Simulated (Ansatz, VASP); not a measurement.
Pb: VASP and Ansatz over several settings

```xyz
2
Lattice="0.0000 3.4618 3.4618 3.4618 0.0000 3.4618 3.4618 3.4618 0.0000" Properties=species:S:1:pos:R:3 pbc="T T T"
Pb    1.7309    1.7309    1.7309
Pb    0.0000    0.0000    0.0000
```

Single points on this cell with VASP 6.6.1 and Ansatz 0.2.0. Each row is one pair of runs. Alike in all rows: spin: off; k mesh: 7 × 7 × 7; smearing: fermi-dirac, width 0.05 eV.

```tsv
level	VASP's potentials, cutoff	Ansatz's potentials, cutoff	gap on the k mesh at the Fermi level (eV), VASP	gap on the k mesh at the Fermi level (eV), Ansatz	pressure (GPa), VASP	pressure (GPa), Ansatz
LDA	VASP PAW LDA potentials, release 64 (Pb_d), 520 eV	Ansatz PAW, 420 eV	none	none	-1.3	-1.3
PBE	VASP PAW PBE potentials, release 64 (Pb_d), 520 eV	Ansatz PAW, 420 eV	none	none	1.7	1.7
r2SCAN	VASP PAW PBE potentials, release 64 (Pb_d), 520 eV	Ansatz PAW, 500 eV	none	none	0.4	0.4
```

Pressure (GPa): the two programs differ by at most 0.05.

A gap of «none» marks a metal or a gap that the smearing closes.

Neither program's run includes spin-orbit coupling.
